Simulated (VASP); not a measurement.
A run of VASP 6.6.1:

INCAR

```
ALGO = Normal ; EDIFF = 1E-6
EDIFFG = -0.01 ; ENCUT = 600
GGA = PS ; IBRION = 2
ISIF = 3 ; ISMEAR = -1
LASPH = True ; LCHARG = False
LREAL = False ; LWAVE = False
NELM = 60 ; NSW = 60
PREC = Accurate ; PSTRESS = 100.0
SIGMA = 0.05
```

The input KPOINTS:

```
k-points
0
Gamma
  10 10 10
```

File POSCAR:

```
TaN
1.0
    0.0000000000      2.2113230000      2.2113230000
    2.2113230000      0.0000000000      2.2113230000
    2.2113230000      2.2113230000      0.0000000000
Ta N
1 1
Direct
    0.5000000000      0.5000000000      0.5000000000
    0.0000000000      0.0000000000      0.0000000000
```

Potentials or basis: VASP PAW PBE potentials, release 64 (Ta_pv, N).

Command:

```sh
$ cat potpaw_PBE.64/Ta_pv/POTCAR potpaw_PBE.64/N/POTCAR > POTCAR
$ mpirun -np 1 vasp_std > vasp.out
```

Hardware: 1 thread of Intel(R) Xeon(R) Platinum 8488C (Sapphire Rapids), with other jobs on the host.

Q: How long does it take, and how much memory?

A: Wall time 79 s on 1 thread of Intel(R) Xeon(R) Platinum 8488C (Sapphire Rapids) (shared host), peak memory 0.18 GiB. Counts: scf iterations 46, k points 47, ion steps 7.
